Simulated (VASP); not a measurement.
Here is a VASP 6.6.1 calculation.

The input INCAR:

```
PREC = Accurate
ENCUT = 520
EDIFF = 1E-7
ISMEAR = 0
SIGMA = 0.1
LREAL = False
LASPH = True
NELM = 100
ALGO = Fast
ISIF = 2
LWAVE = False
LCHARG = False
GGA = PE
NBANDS = 50
```

Contents of KPOINTS:

```
Automatic mesh
0
Gamma
  4 4 2
```

File POSCAR:

```
Ba3Hf
1.0
   -5.6039482274     -0.0116810354     -0.0111126072
   -0.0136105404     -0.0013473130     -5.6778198365
   -0.0259469029    -11.0674163716     -0.0050884408
Ba Hf
6 2
Direct
    0.0003924002      0.5001371242      0.7496985100
   -0.0004416571      0.5004400143      0.2501384416
    0.4996030079      0.4997646282     -0.0001099190
    0.4998680485      0.4995888750      0.5002213765
    0.5009981269     -0.0001942322      0.7500300638
    0.4992568555      0.0001551404      0.2498910261
    0.0002572568      0.0000204499     -0.0001210085
    0.0000659612      0.0000880000      0.5002515096
```

Potentials or basis: VASP PAW PBE potentials, release 64 (Ba_sv, Hf_pv).

Command:

```bash
$ cat potpaw_PBE.64/Ba_sv/POTCAR potpaw_PBE.64/Hf_pv/POTCAR > POTCAR
$ mpirun -np 1 vasp_std > vasp.out
```

Task: Predict the pressure.

Result: 0.2 GPa.

Task: What does it give for the band gap on the k mesh?

Result: Zero (bands 40 and 41 overlap by 0.82 eV).

Task: What does it give for the largest force?

Result: 0.007 eV/Å.

Forces in eV/Å, atoms in the order of the input:
```
Ba   0.001 -0.006  0.002
Ba  -0.002  0.001  0.002
Ba  -0.004 -0.001 -0.002
Ba  -0.001  0.005 -0.004
Ba   0.005 -0.001 -0.002
Ba  -0.004 -0.002  0.002
Hf   0.003  0.000  0.000
Hf   0.001  0.004  0.001
```

Caveat: spin-orbit coupling is left out, which moves the levels of the heavy elements.
